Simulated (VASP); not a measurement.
Write the native input for VASP 6.6.1 that does the following.

- Task: single point
- Functional: PBE
- Potentials or basis: VASP PAW PBE potentials, release 64 (Mo_sv, S)
- Cutoff: 520 eV
- k mesh: 12 × 12 × 12
- Occupations: gaussian, width 0.05 eV
- Spin: collinear spin
- Starting moments: [0.05, 0.0, 0.0] μB
- Dipole correction: no
- Further INCAR settings: ALGO = Normal; EDIFF = 1e-06; NBANDS = 24

The structure of MoS2 lies in POSCAR:

```
MoS2
1.0
    1.5809626933      0.9127692366      6.1274902548
   -1.5809626933      0.9127692366      6.1274902548
    0.0000000000     -1.8255384732      6.1274902548
Mo S
1 2
Direct
    0.0000063122      0.0000063122      0.0000063122
    0.7516939149      0.7516939149      0.7516939149
    0.5815997729      0.5815997729      0.5815997729
```

The input as run:

INCAR

```
PREC     = Accurate       # precision mode
ENCUT    = 520            # plane-wave cutoff, eV
EDIFF    = 1E-6           # SCF threshold, eV
ISMEAR   = 0              # smearing method
SIGMA    = 0.05           # smearing width, eV
LREAL    = F              # projectors in reciprocal space
LASPH    = T              # aspherical terms in the spheres
NELM     = 150            # most SCF steps
ALGO     = Normal         # electronic algorithm
ISIF     = 2              # what is computed and relaxed
LWAVE    = F              # write WAVECAR
LCHARG   = F              # write CHGCAR
ISPIN    = 2              # spin polarisation
MAGMOM   = 0.05 0 0       # initial moments
LORBIT   = 11             # projections on sites
LMAXMIX  = 4              # l up to which the mixer works
GGA      = PE             # functional
NBANDS   = 24             # bands
```

KPOINTS

```
regular mesh
0
Gamma
  12 12 12
```

Potentials or basis: VASP PAW PBE potentials, release 64 (Mo_sv, S).

The run is started by

```console
$ cat potpaw_PBE.64/Mo_sv/POTCAR potpaw_PBE.64/S/POTCAR > POTCAR
$ mpirun -np 1 vasp_std > vasp.out
```

Results of the run:

```json
{
  "Pressure": "2.8 GPa",
  "Largest force": "0.014 eV/Å",
  "Band gap on the k mesh": "0.92 eV (least direct gap 1.75 eV)",
  "Net moment": "0.00 μB per cell",
  "Valence electrons inside the program's atomic spheres": "Mo 12.47; S 3.71"
}
```

Run time: 10 min on 1 thread of Intel(R) Xeon(R) 6975P-C (Granite Rapids), with other jobs on the host, peak memory 0.64 GiB.
